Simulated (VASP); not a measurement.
Runs of VASP 6.6.1 on MgF2 (Sellaite). The structure is tetragonal, space group P4_2/mnm (No. 136). Conventional cell: a = 4.622 Å, b = 4.622 Å, c = 3.046 Å, α = 90.00°, β = 90.00°, γ = 90.00°. Mg (site symmetry mmm) has 6 F at 1.98 to 1.99 Å within 2.6 Å. F (site symmetry m2m) has 3 Mg at 1.98 to 1.99 Å and 1 F at 2.58 Å within 2.6 Å. 

```csv
level,k mesh,cutoff (eV),gap on the mesh (eV),pressure (GPa),largest force (eV/Å)
PBE,6 × 6 × 8,600,7.12,3.9,0.03
PBEsol,4 × 4 × 4,600,6.95,0.3,0.01
PBE,4 × 4 × 6,600,7.12,3.9,0.03
r2SCAN,4 × 4 × 6,660,8.03,(a),0.01
```

Alike in all rows: task single point; potentials or basis VASP PAW PBE potentials, release 64 (Mg, F); no spin polarisation; cell as given; smearing gaussian 0.01 eV.

Q: Estimate the missing entries.

A: (a) -1.5.

Caveats: some runs use coarse meshes; the PAW data sets were made with another functional, which shifts forces and pressure a little (some runs).

A k mesh can miss the band edges.
